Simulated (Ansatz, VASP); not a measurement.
NaCl: VASP beside Ansatz

```xyz
2
Lattice="0.0000 2.7941 2.7941 2.7941 0.0000 2.7941 2.7941 2.7941 0.0000" Properties=species:S:1:pos:R:3 pbc="T T T"
Cl    2.7941    2.7941    2.7941
Na    0.0000    0.0000    0.0000
```

Alike in both runs: task relaxation of cell and atoms; functional PBE0; k mesh 4 × 4 × 4; occupations fermi-dirac, width 0.05 eV; no spin polarisation.

```csv
,VASP,Ansatz
version,VASP 6.6.1,Ansatz 0.2.0
potentials or method,"VASP PAW PBE potentials, release 64 (Cl, Na_pv)",Ansatz PAW
plane-wave cutoff (eV),600,420
valence electrons in the cell,14,16
```

```tsv
	VASP	Ansatz	Ansatz less VASP
gap on the k mesh at the Fermi level, each at its own relaxed structure (eV)	7.21	7.19	-0.018
relaxed volume (Å³/atom)	22.50	22.53	+0.027
relaxed cell length with the largest relative difference (Å)	3.993	3.994	+0.0016
```

VASP's potentials hold 14 valence electrons a cell and Ansatz's 16, so a difference there can come from the potentials and not from the codes.

The k mesh is coarse, so the values compare programs but aren't converged. Noted on Ansatz's run: the plane-wave basis is chosen anew once the cell has moved, so the energies of steps on either side of that aren't comparable.
